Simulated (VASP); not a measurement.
## MgO: single point with LDA

MgO:

```xyz
2
Lattice="0.0000 2.1351 2.1351 2.1351 0.0000 2.1351 2.1351 2.1351 0.0000" Properties=species:S:1:pos:R:3 pbc="T T T"
Mg    0.0000    0.0000    0.0000
O     2.1351    2.1351    2.0852
```

This cell differs from its parent crystal: all O atoms moved -0.050 Å, as atom 2 along Cartesian [0 0 1].

* Program: VASP 6.6.1
* Task: single point
* Functional: LDA
* Potentials or basis: VASP PAW LDA potentials, release 64 (Mg_sv, O)
* Cutoff: 750 eV
* k mesh: 10 × 10 × 10
* Occupations: gaussian, width 0.05 eV
* Spin: no spin polarisation
* Dipole correction: no
* Mended: yes
* Further INCAR settings: ALGO = Normal; EDIFF = 1e-06; NBANDS = 15

```
Pressure               : -11.5 GPa
Largest force          : 0.208 eV/Å
Band gap on the k mesh : 4.28 eV
```

Forces in eV/Å, atoms in the order of the input:
```
Mg   0.000  0.000 -0.208
O    0.000  0.000  0.208
```

Stress tensor (GPa, compression positive):
```
-11.77   0.00   0.00
  0.00 -11.77   0.00
  0.00   0.00 -11.02
```

Levels at points of the mesh, in eV from the valence-band top:
| k point | band 4 | band 5 | band 6 | band 7 | band 8 | band 9 | band 10 | band 11 | band 12 | band 13 |
| --- | --- | --- | --- | --- | --- | --- | --- | --- | --- | --- |
| (0.00, 0.00, 0.00) | -38.94 | -16.77 | 0.00 | 0.00 | 0.00 | 4.28 | 15.31 | 15.32 | 15.32 | 19.22 |
| (0.50, 0.00, 0.00) | -38.95 | -15.51 | -4.51 | -0.62 | -0.62 | 7.49 | 11.95 | 15.60 | 15.61 | 20.02 |
| (0.50, 0.50, 0.00) | -38.97 | -15.29 | -3.95 | -1.31 | -1.31 | 8.86 | 9.29 | 12.48 | 18.04 | 18.04 |
| (0.00, 0.50, 0.50) | -38.97 | -15.28 | -3.95 | -1.31 | -1.31 | 8.86 | 9.29 | 12.47 | 18.04 | 18.06 |

Wall time 40 s on 1 thread of Intel(R) Xeon(R) Platinum 8259CL CPU @ 2.50GHz (Skylake/Cascade Lake), on a shared host, peak memory 0.16 GiB.

Caveat: the cell differs from its parent crystal (all O atoms moved -0.050 Å, as atom 2 along Cartesian [0 0 1]); the cell stands under tension.
